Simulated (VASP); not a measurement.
Set up this calculation in VASP 6.6.1, as the native input.

| Quantity | Value |
| --- | --- |
| Task | single point |
| Functional | PBEsol |
| Potentials or basis | VASP PAW PBE potentials, release 64 (Al, Si) |
| Cutoff | 520 eV |
| k mesh | 3 × 3 × 3 |
| Occupations | gaussian, width 0.1 eV |
| Spin | no spin polarisation |
| Dipole correction | no |
| Further INCAR settings | LREAL = Auto; ALGO = Normal; EDIFF = 1e-06; NBANDS = 68 |

The structure of Al30Si (a cell with a defect) lies in POSCAR:

```
Al30Si
1.0
    8.1000000000      0.0000000000      0.0000000000
    0.0000000000      8.1000000000      0.0000000000
    0.0000000000      0.0000000000      8.1000000000
Al Si
30 1
Direct
    0.5041038272      0.0030830864      0.0043825926
    0.7502137037      0.2502674074      0.0014951852
    0.7469156790      0.0060262963      0.2481753086
    0.0026025926      0.0009843210     -0.0006690123
    0.2583549383      0.2502965432      0.0074912346
    0.5041645679      0.4975448148      0.0042792593
    0.7523858025      0.7502701235     -0.0016859259
    0.2455218519     -0.0105260494      0.2493590123
    0.7468544444      0.4944390123      0.2481655556
    0.4998450617     -0.0005580247      0.5020500000
    0.7463876543      0.2502704938      0.4949496296
    0.7515988889     -0.0012528395      0.7482797531
    0.0025795062      0.4995604938     -0.0006692593
    0.2510327160      0.7503048148     -0.0062135802
    0.0075135802      0.2502686420      0.2557097531
    0.2455898765      0.5110720988      0.2492765432
    0.5031976543      0.7502807407      0.2495686420
    0.0030727160      0.0006946914      0.5017032099
    0.4998038272      0.5011414815      0.5020833333
    0.7527367901      0.7502279012      0.5000904938
    0.2504490123      0.0040483951      0.7485537037
    0.4992195062      0.2502777778      0.7496530864
    0.7516422222      0.5018043210      0.7482362963
   -0.0075140741      0.7502190123      0.2482175309
    0.0031666667      0.4998008642      0.5016583951
    0.2504732099      0.7502929630      0.5027451852
    0.0029066667      0.2502728395      0.7477991358
    0.2504345679      0.4965493827      0.7485764198
    0.5028758025      0.7503316049      0.7532212346
    0.0022214815      0.7502704938      0.7491460494
    0.4316374074      0.2503064198      0.3008525926
```

These files were run (other wordings do the same):

INCAR

```
  ALGO = Normal
  EDIFF = 1E-6
  ENCUT = 520
  GGA = PS
  ISIF = 2
  ISMEAR = 0
  LASPH = T
  LCHARG = F
  LREAL = Auto
  LWAVE = F
  NBANDS = 68
  NELM = 80
  PREC = Accurate
  SIGMA = 0.1
```

KPOINTS

```
k-points
0
Gamma
  3 3 3
```

Potentials or basis: VASP PAW PBE potentials, release 64 (Al, Si).

The run is started by

```bash
$ cat potpaw_PBE.64/Al/POTCAR potpaw_PBE.64/Si/POTCAR > POTCAR
$ mpirun -np 1 vasp_std > vasp.out
```

It gave:

```
Pressure               : -2.7 GPa
Largest force          : 0.640 eV/Å
Band gap on the k mesh : zero (bands 47 and 48 overlap by 0.40 eV)
```

Caveat: the PAW data sets were made with another functional, which shifts forces and pressure a little.

Run time: 17 min on 1 thread of Oxide Virtual Turin-like Processor (shared host), peak memory 0.61 GiB.
